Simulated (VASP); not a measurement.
# Cu2Ni3 (Fmmm) in VASP: relaxation of cell and atoms with PBE

Aim: the relaxation of cell and atoms of Cu2Ni3 with PBE.

Program: VASP 6.6.1. These are calculated values, not measurements. Logs are shortened: lines on timing, memory, paths and dates and some standing lists are left out, and cuts for length are marked.

### Step 1. The cell of the first run

It takes space group Fmmm (No. 69, orthorhombic). The conventional cell has a = 3.411 Å, b = 3.829 Å, c = 17.055 Å, α = 90.00°, β = 90.00°, γ = 90.00°. Within 3.2 Å of Cu (site symmetry mm2) lie 4 Ni at 2.41 to 2.56 Å and 8 Cu at 2.41 to 2.56 Å. Ni (site symmetry mmm) has 12 Ni at 2.41 to 2.56 Å within 3.2 Å. Ni (site symmetry mm2) has 4 Cu at 2.41 to 2.56 Å and 8 Ni at 2.41 to 2.56 Å within 3.2 Å.

### Step 2. Relaxation of cell and atoms, PBE, collinear spin, ferrimagnetic start

INCAR

```
  ALGO = Fast
  EDIFF = 1E-6
  EDIFFG = -0.04
  ENCUT = 600
  GGA = PE
  IBRION = 2
  ISIF = 3
  ISMEAR = 0
  ISPIN = 2
  LASPH = True
  LCHARG = False
  LMAXMIX = 4
  LORBIT = 11
  LREAL = False
  LWAVE = False
  MAGMOM = 0 0 2 2 -2
  NELM = 150
  NSW = 90
  PREC = Accurate
  SIGMA = 0.1
```

KPOINTS

```
k-points
0
Gamma
  6 6 6
```

POSCAR

```
Cu2Ni3
1.0
    0.0000000000      1.9146605200      8.5277374200
    1.7055474800      0.0000000000      8.5277374200
    1.7055474800      1.9146605200      0.0000000000
Cu Ni
2 3
Direct
    0.8000000000      0.8000000000      0.2000000000
    0.2000000000      0.2000000000      0.8000000000
    0.0000000000      0.0000000000      0.0000000000
    0.4000000000      0.4000000000      0.6000000000
    0.6000000000      0.6000000000      0.4000000000
```

Potentials or basis: VASP PAW PBE potentials, release 64 (Cu, Ni).

Run with:

```
$ cat potpaw_PBE.64/Cu/POTCAR potpaw_PBE.64/Ni/POTCAR > POTCAR
$ mpirun -np 1 vasp_std > vasp.out
```

OUTCAR:

```text
EDIFF = 1E-6
   EDIFFG = -0.04
   ENCUT = 600
   GGA = PE
   IBRION = 2
   ISIF = 3
   ISMEAR = 0
   ISPIN = 2
   LASPH = True
   LORBIT = 11
   LREAL = False
   NELM = 150
   NSW = 90
   PREC = Accurate

 ion  position               nearest neighbor table
   1  0.800  0.800  0.200-   2 2.41   2 2.41   4 2.41   4 2.41   2 2.56   2 2.56   4 2.56   4 2.56

   2  0.200  0.200  0.800-   1 2.41   1 2.41   5 2.41   5 2.41   1 2.56   1 2.56   5 2.56   5 2.56

   3  0.000  0.000  0.000-   5 2.41   5 2.41   4 2.41   4 2.41   4 2.56   5 2.56   5 2.56   4 2.56

   4  0.400  0.400  0.600-   3 2.41   3 2.41   1 2.41   1 2.41   1 2.56   3 2.56   3 2.56   1 2.56

   5  0.600  0.600  0.400-   2 2.41   2 2.41   3 2.41   3 2.41   3 2.56   2 2.56   2 2.56   3 2.56

  LATTYP: Found a face centered orthorhombic cell.
 ALAT       =     3.4110949600
 B/A-ratio  =     1.1226075747
 C/A-ratio  =     5.0000000117

  Lattice vectors:

 A1 = (   0.0000000000,   1.9146605200,   8.5277374200)
 A2 = (   1.7055474800,   0.0000000000,   8.5277374200)
 A3 = (   1.7055474800,   1.9146605200,   0.0000000000)

Analysis of symmetry for initial positions (statically):
=====================================================================
 Subroutine PRICEL returns:
 Original cell was already a primitive cell.

 Routine SETGRP: Setting up the symmetry group for a
 face centered orthorhombic supercell.

 Subroutine GETGRP returns: Found  8 space group operations
 (whereof  8 operations were pure point group operations)
 out of a pool of  8 trial point group operations.

The static configuration has the point symmetry D_2h.

Analysis of symmetry for dynamics (positions and initial velocities):
=====================================================================
 Subroutine PRICEL returns:
 Original cell was already a primitive cell.

 Routine SETGRP: Setting up the symmetry group for a
 face centered orthorhombic supercell.

 Subroutine GETGRP returns: Found  8 space group operations
 (whereof  8 operations were pure point group operations)
 out of a pool of  8 trial point group operations.

The dynamic configuration has the point symmetry D_2h.

Analysis of structural, dynamic, and magnetic symmetry:
=====================================================================
 Subroutine PRICEL returns:
 Original cell was already a primitive cell.

 Routine SETGRP: Setting up the symmetry group for a
 face centered orthorhombic supercell.

 Subroutine GETGRP returns: Found  4 space group operations
 (whereof  4 operations were pure point group operations)
 out of a pool of  8 trial point group operations.

The overall configuration has the point symmetry C_2v.

 Subroutine INISYM returns: Found  4 space group operations
 (whereof  4 operations are pure point group operations),
 and found     1 'primitive' translations

----------------------------------------------------------------------------------------

                                     Primitive cell

  volume of cell :      55.6954

  direct lattice vectors                    reciprocal lattice vectors
     0.000000000  1.914660520  8.527737420    -0.293160997  0.261142900  0.058632199
     1.705547480  0.000000000  8.527737420     0.293160997 -0.261142900  0.058632199
     1.705547480  1.914660520  0.000000000     0.293160997  0.261142900 -0.058632199

  length of vectors
     8.740036065  8.696619901  2.564140619     0.396959342  0.396959342  0.396959342

  position of ions in fractional coordinates (direct lattice)
     0.800000000  0.800000000  0.200000000
     0.200000000  0.200000000  0.800000000
     0.000000000  0.000000000  0.000000000
     0.400000000  0.400000000  0.600000000
     0.600000000  0.600000000  0.400000000

  ion indices of the primitive-cell ions
   primitive index   ion index
                 1           1
                 2           2
                 3           3
                 4           4
                 5           5

----------------------------------------------------------------------------------------

 KPOINTS: k-points

Automatic generation of k-mesh.
 Grid dimensions read from file:
 generate k-points for:    6    6    6

 Generating k-lattice:

  Cartesian coordinates                     Fractional coordinates (reciprocal lattice)
    -0.048860166  0.043523817  0.009772033     0.166666667  0.000000000  0.000000000
     0.048860166 -0.043523817  0.009772033     0.000000000  0.166666667  0.000000000
     0.048860166  0.043523817 -0.009772033     0.000000000  0.000000000  0.166666667

  Length of vectors
     0.066159890  0.066159890  0.066159890

  Shift w.r.t. Gamma in fractional coordinates (k-lattice)
     0.000000000  0.000000000  0.000000000

 Subroutine IBZKPT returns following result:
 ===========================================

 Found     46 irreducible k-points:

 Following reciprocal coordinates:
            Coordinates               Weight
  0.000000  0.000000  0.000000      1.000000
  0.166667  0.000000  0.000000      8.000000
  0.333333  0.000000  0.000000      8.000000
  0.500000 -0.000000 -0.000000      4.000000
  0.166667  0.166667  0.000000      2.000000
  0.333333  0.166667 -0.000000      8.000000
[... 16 lines left out ...]
 -0.166667  0.166667  0.166667      8.000000
  0.500000  0.333333  0.166667      4.000000
 [... further k-points ...]
   k-points           NKPTS =     46   k-points in BZ     NKDIM =     46   number of bands    NBANDS=     32
   number of dos      NEDOS =    301   number of ions     NIONS =      5
   total plane-waves  NPLWV =  98000
   dimension x,y,z NGX =    70 NGY =   70 NGZ =   20
   dimension x,y,z NGXF=   140 NGYF=  140 NGZF=   40
   ions per type =               2   3
   NGX,Y,Z   is equivalent  to a cutoff of  13.31, 13.38, 12.97 a.u.
   NGXF,Y,Z  is equivalent  to a cutoff of  26.63, 26.76, 25.93 a.u.
 SYSTEM =  unknown system
   PREC   = accura    normal or accurate (medium, high low for compatibility)
   ISTART =      0    job   : 0-new  1-cont  2-samecut
   ICHARG =      2    charge: 1-file 2-atom 10-const
   ISPIN  =      2    spin polarized calculation?
   LNONCOLLINEAR =      F non collinear calculations
   LSORBIT =      F    spin-orbit coupling
   LASPH  =      T    aspherical Exc in radial PAW
   ENCUT  =  600.0 eV  44.10 Ry    6.64 a.u.  17.46 17.37  5.12*2*pi/ulx,y,z
   NELM   =    150;   NELMIN=  2; NELMDL= -5     # of ELM steps
   EDIFF  = 0.1E-05   stopping-criterion for ELM
   LREAL  =      F    real-space projection
   EDIFFG = -.4E-01   stopping-criterion for IOM
   NSW    =     90    number of steps for IOM
   IBRION =      2    ionic relax: 0-MD 1-quasi-New 2-CG
   NFREE  =      1    steps in history (QN), initial steepest desc. (CG)
   ISIF   =      3    stress and relaxation
   ISYM   =      2    0-nonsym 1-usesym 2-fastsym
   POTIM  = 0.5000    time-step for ionic-motion
   TEBEG  =    0.0;   TEEND  =   0.0 temperature during run
   PSTRESS=    0.0 pullay stress
   NELECT =      52.0000    total number of electrons
   NUPDOWN=      -1.0000    fix difference up-down
   EMIN   =  10.00;   EMAX   =-10.00  energy-range for DOS
   EFERMI =   0.00;   METHOD = LEGACY
   ISMEAR =     0;   SIGMA  =   0.10  broadening in eV -4-tet -1-fermi 0-gaus
   EFERMI_NEDOS =   21; number of points for ismear=-14 and -15
   IALGO  =     68    algorithm
   IMIX   =      4    mixing-type and parameters
     AMIX     =   0.40;   BMIX     =  1.00
     AMIX_MAG =   1.60;   BMIX_MAG =  1.00
  volume/ion in A,a.u.               =      11.14        75.17
  Fermi-wavevector in a.u.,A,eV,Ry     =   1.600060  3.023674 34.833507  2.560191
  Thomas-Fermi vector in A             =   2.697255
   LORBIT       =     11    0 simple, 1 ext, 2 COOP (PROOUT), +10 PAW based schemes
   GGA     = PE    functional components
   LHFCALC =     F    Hartree Fock is set to
   AEXX    =    0.0000 exact exchange contribution
   IVDW    =     0    specifies the selected vdW correction
   LEPSILON=     F    determine dielectric tensor
   LRPA    =     F    only Hartree local field effects (RPA)
 conjugate gradient relaxation of ions
 spin polarized calculation
 RMM-DIIS sequential band-by-band and
 Gauss-broadening in eV      SIGMA  =   0.10
  energy-cutoff  :      600.00
  volume of cell :       55.70
 maximum number of plane-waves:      1898
 NGX is ok and might be reduce to    70
   NGX = 35   NGY = 35   NGZ = 11

--------------------------------------- Ionic step        1  -------------------------------------------

 number of electron      51.9999998 magnetization       1.3935498

 Free energy of the ion-electron system (eV)
  ---------------------------------------------------
  ext. energy  EPLUGINS =         0.00000000
  ---------------------------------------------------
  free energy    TOTEN  =       -23.61968271 eV

  energy without entropy =      -23.58677165  energy(sigma->0) =      -23.60322718

------------------------ aborting loop because EDIFF is reached ----------------------------------------

  FORCE on cell =-STRESS in cart. coord.  units (eV):
  Direction    XX          YY          ZZ          XY          YZ          ZX
  --------------------------------------------------------------------------------------
  -------------------------------------------------------------------------------------
  Total        2.8467698     -2.4126314      2.4386240      0.0000000      0.0000000      0.0000000
  in kB       81.8923866    -69.4036240     70.1513456      0.0000000      0.0000000      0.0000000
  external PRESSURE =      27.5467027 kB  Pullay stress =       0.0000000 kB
[... 219 lines left out ...]
  energy  without entropy=      -23.8171873182  energy(sigma->0) =      -23.83035828

--------------------------------------- Ionic step        7  -------------------------------------------

 number of electron      52.0000021 magnetization       1.5351452

 Free energy of the ion-electron system (eV)
  ---------------------------------------------------
  ext. energy  EPLUGINS =         0.00000000
  ---------------------------------------------------
  free energy    TOTEN  =       -23.84416591 eV

  energy without entropy =      -23.81787457  energy(sigma->0) =      -23.83102024

 E-fermi :   8.4415     XC(G=0): -13.0138

 val. band max:        8.4402932376   @ k =   0.5000  -0.0000  -0.0000
 cond. band min:       8.4490823857   @ k =   0.3333   0.1667  -0.0000
 fundamental gap:      0.0087891481
 Fermi energy:         8.4414995900

 spin component 1

 k-point     1 :       0.0000    0.0000    0.0000
  band No.  band energies     occupation
      1      -0.5623      1.00000
      2       1.3045      1.00000
      3       1.4412      1.00000
      4       3.7686      1.00000
      5       3.9804      1.00000
      6       4.3585      1.00000
[... 829 lines left out ...]
     31      17.9201      0.00000
     32      18.1979      0.00000

 [... further k-points ...]

 spin component 2

 k-point     1 :       0.0000    0.0000    0.0000
  band No.  band energies     occupation
      1      -0.5913      1.00000
      2       1.2773      1.00000
      3       1.4147      1.00000
      4       3.7835      1.00000
      5       4.1551      1.00000
      6       4.3669      1.00000
[... 829 lines left out ...]
     31      17.9800      0.00000
     32      18.2290      0.00000

 [... further k-points ...]

------------------------ aborting loop because EDIFF is reached ----------------------------------------

  FORCE on cell =-STRESS in cart. coord.  units (eV):
  Direction    XX          YY          ZZ          XY          YZ          ZX
  --------------------------------------------------------------------------------------
  -------------------------------------------------------------------------------------
  Total       -0.1918554      0.0576147     -0.0575231      0.0000000      0.0000000      0.0000000
  in kB       -5.4450111      1.6351529     -1.6325511      0.0000000      0.0000000      0.0000000
  external PRESSURE =      -1.8141364 kB  Pullay stress =       0.0000000 kB
[... 20 lines left out ...]
  FREE ENERGIE OF THE ION-ELECTRON SYSTEM (eV)
  ---------------------------------------------------
  free  energy   TOTEN  =       -23.8441659127 eV

  energy  without entropy=      -23.8178745702  energy(sigma->0) =      -23.83102024

 reached required accuracy - stopping structural energy minimisation

 total charge

# of ion       s       p       d       tot
------------------------------------------
    1        0.452   0.396   9.167  10.015
    2        0.452   0.396   9.166  10.015
    3        0.498   0.504   8.301   9.303
    4        0.480   0.468   8.332   9.280
    5        0.480   0.468   8.332   9.280
--------------------------------------------------
tot          2.361   2.234  43.298  47.893

 magnetization (x)

# of ion       s       p       d       tot
------------------------------------------
    1       -0.005  -0.010   0.003  -0.012
    2       -0.005  -0.010   0.003  -0.012
    3       -0.005  -0.021   0.651   0.625
    4       -0.005  -0.017   0.513   0.491
    5       -0.005  -0.017   0.513   0.491
--------------------------------------------------
tot         -0.024  -0.075   1.682   1.583
```

Wall time 80 min (1 thread of Oxide Virtual Turin-like, shared host); peak memory 0.45 GiB.

What came out:

* Free energy: -23.8442 eV
* Relaxed volume: 11.29 Å³/atom
* Relaxed cell: a = 9.065 Å, b = 9.067 Å, c = 2.520 Å, α = 81.96°, β = 82.06°, γ = 15.98°
* Space group after relaxing (to 0.1 Å): I4/mmm (No. 139)
* Energy gained by relaxing: 44.9 meV/atom
* Ionic steps: 7
* Pressure after relaxing: -0.2 GPa
* Largest force after relaxing: 0.022 eV/Å
* Net moment: 1.54 μB per cell
* Site moments: Cu -0.01; Ni +0.62, +0.49 (each value once) μB
* Valence electrons inside the program's atomic spheres: Cu 10.02; Ni 9.30, 9.28 (each value once)

Forces in eV/Å, atoms in the order of the input:
```
Cu   0.000  0.000  0.012
Cu   0.000  0.000 -0.012
Ni   0.000  0.000  0.000
Ni   0.000  0.000  0.022
Ni   0.000  0.000 -0.021
```

Stress tensor (GPa, compression positive):
```
-0.54  0.00  0.00
 0.00  0.16  0.00
 0.00  0.00 -0.16
```

The path:
```tsv
step	energy change (eV)	largest force (eV/Å)	pressure (GPa)	volume (Å³)
1	0.0000	0.4428	2.75	55.70
2	-0.1427	0.3052	-2.51	57.21
3	-0.1689	0.2353	-5.09	58.13
4	-0.2165	0.0782	2.53	55.59
5	-0.2217	0.0985	0.53	56.17
6	-0.2238	0.0529	0.18	56.31
7	-0.2245	0.0218	-0.18	56.45
```

Final structure:
```xyz
5
Lattice="0.0000 1.7759 8.8889 1.7880 0.0000 8.8889 1.7880 1.7759 0.0000" Properties=species:S:1:pos:R:3 pbc="T T T"
Cu    1.7880    1.7759   14.2624
Cu    1.7880    1.7759    3.5153
Ni    1.7880    1.7759    0.0000
Ni    1.7880    1.7759    7.1797
Ni    1.7880    1.7759   10.5981
```

Caveat: the k points lie up to 0.42 Å⁻¹ apart in the final cell.
